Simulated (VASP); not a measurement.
# Fe (Im-3m) in VASP: a series of runs

Fe is run at these levels: PBEsol; tasks: single point.

Program: VASP 6.6.1. These are calculated values, not measurements. Logs are shortened: lines on timing, memory, paths and dates and some standing lists are left out, and cuts for length are marked.

## Step 1: The cell of the first run

The structure is cubic, space group Im-3m (No. 229). The conventional cell has a = 2.788 Å, b = 2.788 Å, c = 2.788 Å, α = 90.00°, β = 90.00°, γ = 90.00°. Within 3.2 Å of Fe (site symmetry m-3m) lie 14 Fe at 2.41 to 2.79 Å.

## Step 2: Single point, PBEsol, collinear spin, ferromagnetic start

The input, INCAR:

```
ALGO = Normal ; EDIFF = 1E-6
ENCUT = 520 ; GGA = PS
ISIF = 2 ; ISMEAR = -1
ISPIN = 2 ; LASPH = True
LCHARG = False ; LMAXMIX = 4
LORBIT = 11 ; LREAL = False
LWAVE = False ; MAGMOM = 2.5
NBANDS = 14 ; NELM = 150
PREC = Accurate ; SIGMA = 0.08
```

The input, KPOINTS:

```
k-points
0
Gamma
  22 22 22
```

The input, POSCAR:

```
Fe
1.0
   -1.3940650116      1.3940650116      1.3940650116
    1.3940650116     -1.3940650116      1.3940650116
    1.3940650116      1.3940650116     -1.3940650116
Fe
1
Direct
    0.0000000000      0.0000000000      0.0000000000
```

Potentials or basis: VASP PAW PBE potentials, release 64 (Fe).

The run is started by

```console
> cat potpaw_PBE.64/Fe/POTCAR > POTCAR
> mpirun -np 1 vasp_std > vasp.out
```

OUTCAR:

```text
EDIFF = 1E-6
   ENCUT = 520
   GGA = PS
   ISIF = 2
   ISMEAR = -1
   ISPIN = 2
   LASPH = True
   LORBIT = 11
   LREAL = False
   NELM = 150
   PREC = Accurate

 ion  position               nearest neighbor table
   1  0.000  0.000  0.000-

  LATTYP: Found a body centered cubic cell.
 ALAT       =     2.7881300232

  Lattice vectors:

 A1 = (  -1.3940650116,   1.3940650116,   1.3940650116)
 A2 = (   1.3940650116,  -1.3940650116,   1.3940650116)
 A3 = (   1.3940650116,   1.3940650116,  -1.3940650116)

Analysis of symmetry for initial positions (statically):
=====================================================================
 Subroutine PRICEL returns:
 Original cell was already a primitive cell.

 Routine SETGRP: Setting up the symmetry group for a
 body centered cubic supercell.

 Subroutine GETGRP returns: Found 48 space group operations
 (whereof 48 operations were pure point group operations)
 out of a pool of 48 trial point group operations.

The static configuration has the point symmetry O_h .

Analysis of symmetry for dynamics (positions and initial velocities):
=====================================================================
 Subroutine PRICEL returns:
 Original cell was already a primitive cell.

 Routine SETGRP: Setting up the symmetry group for a
 body centered cubic supercell.

 Subroutine GETGRP returns: Found 48 space group operations
 (whereof 48 operations were pure point group operations)
 out of a pool of 48 trial point group operations.

The dynamic configuration has the point symmetry O_h .

Analysis of structural, dynamic, and magnetic symmetry:
=====================================================================
 Subroutine PRICEL returns:
 Original cell was already a primitive cell.

 Routine SETGRP: Setting up the symmetry group for a
 body centered cubic supercell.

 Subroutine GETGRP returns: Found 48 space group operations
 (whereof 48 operations were pure point group operations)
 out of a pool of 48 trial point group operations.

The overall configuration has the point symmetry O_h .

 Subroutine INISYM returns: Found 48 space group operations
 (whereof 48 operations are pure point group operations),
 and found     1 'primitive' translations

----------------------------------------------------------------------------------------

                                     Primitive cell

  volume of cell :      10.8370

  direct lattice vectors                    reciprocal lattice vectors
    -1.394065012  1.394065012  1.394065012     0.000000000  0.358663331  0.358663331
     1.394065012 -1.394065012  1.394065012     0.358663331  0.000000000  0.358663331
     1.394065012  1.394065012 -1.394065012     0.358663331  0.358663331  0.000000000

  length of vectors
     2.414591429  2.414591429  2.414591429     0.507226546  0.507226546  0.507226546

  position of ions in fractional coordinates (direct lattice)
     0.000000000  0.000000000  0.000000000

  ion indices of the primitive-cell ions
   primitive index   ion index
                 1           1

----------------------------------------------------------------------------------------

 KPOINTS: k-points

Automatic generation of k-mesh.
 Grid dimensions read from file:
 generate k-points for:   22   22   22

 Generating k-lattice:

  Cartesian coordinates                     Fractional coordinates (reciprocal lattice)
     0.000000000  0.016302879  0.016302879     0.045454545  0.000000000  0.000000000
     0.016302879  0.000000000  0.016302879     0.000000000  0.045454545  0.000000000
     0.016302879  0.016302879  0.000000000     0.000000000  0.000000000  0.045454545

  Length of vectors
     0.023055752  0.023055752  0.023055752

  Shift w.r.t. Gamma in fractional coordinates (k-lattice)
     0.000000000  0.000000000  0.000000000

 Subroutine IBZKPT returns following result:
 ===========================================

 Found    328 irreducible k-points:

 Following reciprocal coordinates:
            Coordinates               Weight
  0.000000  0.000000  0.000000      1.000000
  0.045455  0.000000  0.000000     12.000000
  0.090909  0.000000  0.000000     12.000000
  0.136364  0.000000  0.000000     12.000000
  0.181818  0.000000  0.000000     12.000000
  0.227273  0.000000  0.000000     12.000000
[... 16 lines left out ...]
  0.090909  0.090909  0.000000     24.000000
  0.136364  0.090909  0.000000     48.000000
 [... further k-points ...]
   k-points           NKPTS =    328   k-points in BZ     NKDIM =    328   number of bands    NBANDS=     14
   number of dos      NEDOS =    301   number of ions     NIONS =      1
   total plane-waves  NPLWV =   5832
   dimension x,y,z NGX =    18 NGY =   18 NGZ =   18
   dimension x,y,z NGXF=    36 NGYF=   36 NGZF=   36
   ions per type =               1
   NGX,Y,Z   is equivalent  to a cutoff of  12.39, 12.39, 12.39 a.u.
   NGXF,Y,Z  is equivalent  to a cutoff of  24.79, 24.79, 24.79 a.u.
 SYSTEM =  unknown system
   PREC   = accura    normal or accurate (medium, high low for compatibility)
   ISTART =      0    job   : 0-new  1-cont  2-samecut
   ICHARG =      2    charge: 1-file 2-atom 10-const
   ISPIN  =      2    spin polarized calculation?
   LNONCOLLINEAR =      F non collinear calculations
   LSORBIT =      F    spin-orbit coupling
   LASPH  =      T    aspherical Exc in radial PAW
   ENCUT  =  520.0 eV  38.22 Ry    6.18 a.u.   4.49  4.49  4.49*2*pi/ulx,y,z
   NELM   =    150;   NELMIN=  2; NELMDL= -5     # of ELM steps
   EDIFF  = 0.1E-05   stopping-criterion for ELM
   LREAL  =      F    real-space projection
   EDIFFG = 0.1E-04   stopping-criterion for IOM
   NSW    =      0    number of steps for IOM
   IBRION =     -1    ionic relax: 0-MD 1-quasi-New 2-CG
   NFREE  =      0    steps in history (QN), initial steepest desc. (CG)
   ISIF   =      2    stress and relaxation
   ISYM   =      2    0-nonsym 1-usesym 2-fastsym
   POTIM  = 0.5000    time-step for ionic-motion
   TEBEG  =    0.0;   TEEND  =   0.0 temperature during run
   PSTRESS=    0.0 pullay stress
   NELECT =       8.0000    total number of electrons
   NUPDOWN=      -1.0000    fix difference up-down
   EMIN   =  10.00;   EMAX   =-10.00  energy-range for DOS
   EFERMI =   0.00;   METHOD = LEGACY
   ISMEAR =    -1;   SIGMA  =   0.08  broadening in eV -4-tet -1-fermi 0-gaus
   EFERMI_NEDOS =   21; number of points for ismear=-14 and -15
   IALGO  =     38    algorithm
   IMIX   =      4    mixing-type and parameters
     AMIX     =   0.40;   BMIX     =  1.00
     AMIX_MAG =   1.60;   BMIX_MAG =  1.00
  volume/ion in A,a.u.               =      10.84        73.13
  Fermi-wavevector in a.u.,A,eV,Ry     =   1.479569  2.795979 29.784834  2.189124
  Thomas-Fermi vector in A             =   2.593710
   LORBIT       =     11    0 simple, 1 ext, 2 COOP (PROOUT), +10 PAW based schemes
   GGA     = PS    functional components
   LHFCALC =     F    Hartree Fock is set to
   AEXX    =    0.0000 exact exchange contribution
   IVDW    =     0    specifies the selected vdW correction
   LEPSILON=     F    determine dielectric tensor
   LRPA    =     F    only Hartree local field effects (RPA)
 spin polarized calculation
  energy-cutoff  :      520.00
  volume of cell :       10.84
 maximum number of plane-waves:       321
 NGX is ok and might be reduce to    18
   NGX =  9   NGY =  9   NGZ =  9

 number of electron       8.0000003 magnetization       2.1174714

 Free energy of the ion-electron system (eV)
  ---------------------------------------------------
  ext. energy  EPLUGINS =         0.00000000
  ---------------------------------------------------
  free energy    TOTEN  =        -8.92842864 eV

  energy without entropy =       -8.90822412  energy(sigma->0) =       -8.91832638

 E-fermi :   6.1965     XC(G=0): -13.5489

 val. band max:        6.1930521348   @ k =  -0.4091   0.4091   0.2727
 cond. band min:       6.2000264791   @ k =   0.4091   0.0455   0.0455
 fundamental gap:      0.0069743442
 Fermi energy:         6.1964938858

 spin component 1

 k-point     1 :       0.0000    0.0000    0.0000
  band No.  band energies     occupation
      1      -2.6403      1.00000
      2       3.7636      1.00000
      3       3.7636      1.00000
      4       3.7636      1.00000
      5       5.1261      1.00000
      6       5.1261      1.00000
      7      31.5529      0.00000
      8      31.5529      0.00000
      9      31.5529      0.00000
     10      36.9704      0.00000
     11      36.9704      0.00000
     12      39.5194      0.00000
     13      39.5194      0.00000
     14      39.5194      0.00000
[... 375 lines left out ...]
 k-point    24 :       0.1364    0.0909    0.0000
  band No.  band energies     occupation
      1      -1.0593      1.00000
      2       3.4070      1.00000
      3       3.5149      1.00000
      4       4.7075      1.00000
      5       4.8395      1.00000
      6       5.2205      0.99999
      7      25.6517      0.00000
      8      27.3973      0.00000
      9      31.6232      0.00000
     10      32.0799      0.00000
     11      35.9148      0.00000
     12      37.4238      0.00000
     13      41.4396      0.00000
     14      41.5023      0.00000

 [... further k-points ...]

 spin component 2

 k-point     1 :       0.0000    0.0000    0.0000
  band No.  band energies     occupation
      1      -2.3708      1.00000
      2       5.6143      0.99931
      3       5.6144      0.99931
      4       5.6144      0.99931
      5       7.7043      0.00000
      6       7.7044      0.00000
      7      31.4835      0.00000
      8      31.4835      0.00000
      9      31.4835      0.00000
     10      37.2960      0.00000
     11      37.2960      0.00000
     12      40.2488      0.00000
     13      40.2488      0.00000
     14      40.2488      0.00000
[... 375 lines left out ...]
 k-point    24 :       0.1364    0.0909    0.0000
  band No.  band energies     occupation
      1      -0.7629      1.00000
      2       5.1861      1.00000
      3       5.3075      0.99999
      4       6.6207      0.00496
      5       7.2995      0.00000
      6       7.8068      0.00000
      7      26.1673      0.00000
      8      27.8202      0.00000
      9      31.9836      0.00000
     10      32.5827      0.00000
     11      36.3169      0.00000
     12      38.0559      0.00000
     13      41.8320      0.00000
     14      42.0610      0.00000

 [... further k-points ...]
[... 5 lines left out ...]
  --------------------------------------------------------------------------------------
  -------------------------------------------------------------------------------------
  Total       -0.0035804     -0.0035804     -0.0035804      0.0000000     -0.0000000     -0.0000000
  in kB       -0.5293420     -0.5293420     -0.5293420      0.0000000     -0.0000000     -0.0000000
  external PRESSURE =      -0.5293420 kB  Pullay stress =       0.0000000 kB

 VOLUME and BASIS-vectors are now :
 -----------------------------------------------------------------------------
  energy-cutoff  :      520.00
  volume of cell :       10.84
      direct lattice vectors                 reciprocal lattice vectors
    -1.394065012  1.394065012  1.394065012     0.000000000  0.358663331  0.358663331
     1.394065012 -1.394065012  1.394065012     0.358663331  0.000000000  0.358663331
     1.394065012  1.394065012 -1.394065012     0.358663331  0.358663331  0.000000000

 POSITION                                       TOTAL-FORCE (eV/Angst)
 -----------------------------------------------------------------------------------
      0.00000      0.00000      0.00000         0.000000      0.000000      0.000000
 -----------------------------------------------------------------------------------
    total drift:                                0.000000      0.000000      0.000000

  FREE ENERGIE OF THE ION-ELECTRON SYSTEM (eV)
  ---------------------------------------------------
  free  energy   TOTEN  =        -8.9284286372 eV

  energy  without entropy=       -8.9082241199  energy(sigma->0) =       -8.91832638

 total charge

# of ion       s       p       d       tot
------------------------------------------
    1        0.511   0.589   6.276   7.375

 magnetization (x)

# of ion       s       p       d       tot
------------------------------------------
    1       -0.012  -0.049   2.161   2.099
```

Run time: 64 s. Hardware: 1 thread of Intel Xeon Platinum 8488C (Sapphire Rapids), shared host; peak memory 0.19 GiB.

What came out:

- Free energy: -8.9284 eV
- Pressure: -0.1 GPa
- Net moment: 2.12 μB per cell
- Site moments: Fe +2.10 μB
- Valence electrons inside the program's atomic spheres: Fe 7.38

Caveat: the PAW data sets were made with another functional, which shifts forces and pressure a little.

## Step 3: Single point, PBEsol, collinear spin, ferromagnetic start

The input, INCAR:

```
SYSTEM = Fe
  PREC = Accurate
  ENCUT = 520
  EDIFF = 1E-7
  ISMEAR = -1
  SIGMA = 0.08
  LREAL = .False.
  LASPH = .True.
  NELM = 150
  ALGO = Normal
  ISIF = 2
  LWAVE = .False.
  LCHARG = .False.
  ISPIN = 2
  MAGMOM = 2.5
  LORBIT = 11
  LMAXMIX = 4
  GGA = PS
  NBANDS = 14
```

The input, KPOINTS:

```
Automatic mesh
0
Gamma
  22 22 22
  0 0 0
```

POSCAR is that of step 2.

Potentials or basis: VASP PAW PBE potentials, release 64 (Fe).

The run is started by

```console
> cat potpaw_PBE.64/Fe/POTCAR > POTCAR
> mpirun -np 1 vasp_std > vasp.out
```

OUTCAR:

```text
SYSTEM = Fe
   PREC = Accurate
   ENCUT = 520
   EDIFF = 1E-7
   ISMEAR = -1
   LREAL = .False.
   LASPH = .True.
   NELM = 150
   ISIF = 2
   ISPIN = 2
   LORBIT = 11
   GGA = PS

 ion  position               nearest neighbor table
   1  0.000  0.000  0.000-

  LATTYP: Found a body centered cubic cell.
 ALAT       =     2.7881300232

  Lattice vectors:

 A1 = (  -1.3940650116,   1.3940650116,   1.3940650116)
 A2 = (   1.3940650116,  -1.3940650116,   1.3940650116)
 A3 = (   1.3940650116,   1.3940650116,  -1.3940650116)

Analysis of symmetry for initial positions (statically):
=====================================================================
 Subroutine PRICEL returns:
 Original cell was already a primitive cell.

 Routine SETGRP: Setting up the symmetry group for a
 body centered cubic supercell.

 Subroutine GETGRP returns: Found 48 space group operations
 (whereof 48 operations were pure point group operations)
 out of a pool of 48 trial point group operations.

The static configuration has the point symmetry O_h .

Analysis of symmetry for dynamics (positions and initial velocities):
=====================================================================
[... 599 lines left out ...]
      7      31.4832      0.00000
      8      31.4832      0.00000
      9      31.4832      0.00000
     10      37.2960      0.00000
     11      37.2961      0.00000
     12      40.2494      0.00000
     13      40.2494      0.00000
     14      40.2494      0.00000
[... 379 lines left out ...]
      3       5.3076      0.99999
      4       6.6209      0.00494
      5       7.2996      0.00000
      6       7.8070      0.00000
      7      26.1676      0.00000
      8      27.8204      0.00000
      9      31.9836      0.00000
     10      32.5836      0.00000
     11      36.3173      0.00000
     12      38.0566      0.00000
     13      41.8322      0.00000
     14      42.0616      0.00000

 [... further k-points ...]
[... 5 lines left out ...]
  --------------------------------------------------------------------------------------
  -------------------------------------------------------------------------------------
  Total       -0.0023722     -0.0023722     -0.0023722      0.0000000     -0.0000000     -0.0000000
  in kB       -0.3507132     -0.3507132     -0.3507132      0.0000000     -0.0000000     -0.0000000
  external PRESSURE =      -0.3507132 kB  Pullay stress =       0.0000000 kB

 VOLUME and BASIS-vectors are now :
 -----------------------------------------------------------------------------
  energy-cutoff  :      520.00
  volume of cell :       10.84
      direct lattice vectors                 reciprocal lattice vectors
    -1.394065012  1.394065012  1.394065012     0.000000000  0.358663331  0.358663331
     1.394065012 -1.394065012  1.394065012     0.358663331  0.000000000  0.358663331
     1.394065012  1.394065012 -1.394065012     0.358663331  0.358663331  0.000000000

 POSITION                                       TOTAL-FORCE (eV/Angst)
 -----------------------------------------------------------------------------------
      0.00000      0.00000      0.00000        -0.000000     -0.000000      0.000000
 -----------------------------------------------------------------------------------
    total drift:                                0.000000      0.000000      0.000000

  FREE ENERGIE OF THE ION-ELECTRON SYSTEM (eV)
  ---------------------------------------------------
  free  energy   TOTEN  =        -8.9284294398 eV

  energy  without entropy=       -8.9082282767  energy(sigma->0) =       -8.91832886

 total charge

# of ion       s       p       d       tot
------------------------------------------
    1        0.511   0.588   6.276   7.375

 magnetization (x)

# of ion       s       p       d       tot
------------------------------------------
    1       -0.012  -0.049   2.161   2.099
```

OSZICAR:

```text
N       E                     dE             d eps       ncg     rms          rms(c)
DAV:   1     0.207666438663E+02    0.20767E+02   -0.38347E+03 20208   0.709E+02
DAV:   2    -0.921516629025E+01   -0.29982E+02   -0.27572E+02 19994   0.129E+02
DAV:   3    -0.101005339885E+02   -0.88537E+00   -0.87849E+00 22274   0.228E+01
DAV:   4    -0.101032529360E+02   -0.27189E-02   -0.27187E-02 21350   0.115E+00
DAV:   5    -0.101032645942E+02   -0.11658E-04   -0.11659E-04 22426   0.774E-02    0.126E+01
DAV:   6    -0.900573810443E+01    0.10975E+01   -0.10294E+01 23588   0.380E+01    0.496E+00
DAV:   7    -0.894538531624E+01    0.60353E-01   -0.52833E-01 22726   0.839E+00    0.317E+00
DAV:   8    -0.893689207501E+01    0.84932E-02   -0.63471E-03 21922   0.445E-01    0.141E+00
DAV:   9    -0.892833517839E+01    0.85569E-02   -0.67885E-03 24984   0.412E-01    0.341E-01
DAV:  10    -0.892843796552E+01   -0.10279E-03   -0.76924E-04 21476   0.276E-01    0.101E-01
DAV:  11    -0.892842793860E+01    0.10027E-04   -0.13709E-04 21992   0.116E-01    0.319E-02
DAV:  12    -0.892842863716E+01   -0.69856E-06   -0.40158E-06 22808   0.240E-02    0.962E-03
DAV:  13    -0.892842930932E+01   -0.67215E-06   -0.13631E-06 21008   0.807E-03    0.770E-03
DAV:  14    -0.892842943965E+01   -0.13034E-06   -0.33981E-07 18192   0.503E-03    0.107E-03
DAV:  15    -0.892842943981E+01   -0.15314E-09   -0.50553E-09  9892   0.537E-04
   1 F= -.89284294E+01 E0= -.89183289E+01  d E =-.202012E-01  mag=     2.1181
```

Run time: 82 s. Hardware: 1 thread of Intel Xeon Platinum 8488C (Sapphire Rapids), shared host; peak memory 0.19 GiB.

What came out:

```
Free energy                                           : -8.9284 eV
Pressure                                              : 0.0 GPa
Net moment                                            : 2.12 μB per cell
Site moments                                          : Fe +2.10 μB
Valence electrons inside the program's atomic spheres : Fe 7.38
```

Levels at points of the mesh, in eV from the Fermi level:
Spin up:
```
           k point  band 1  band 2  band 3  band 4  band 5  band 6  band 7  band 8  band 9  band 10
(0.00, 0.00, 0.00)   -8.84   -2.43   -2.43   -2.43   -1.07   -1.07   25.36   25.36   25.36    30.77
(0.50, 0.00, 0.00)   -5.25   -3.61   -1.01   -0.86    0.39    0.48    7.73   18.65   20.85    24.09
(0.50, 0.50, 0.50)   -5.16   -5.16    0.18    0.18    0.18   10.15   10.15   10.15   16.08    16.08
```
Spin down:
```
           k point  band 1  band 2  band 3  band 4  band 5  band 6
(0.00, 0.00, 0.00)   -8.57   -0.58   -0.58   -0.58    1.51    1.51
(0.50, 0.00, 0.00)   -3.98   -1.95    0.62    1.39    1.79    2.63
(0.50, 0.50, 0.50)   -3.44   -3.44    2.30    2.30    2.30   10.51
```

Caveat: the PAW data sets were made with another functional, which shifts forces and pressure a little.
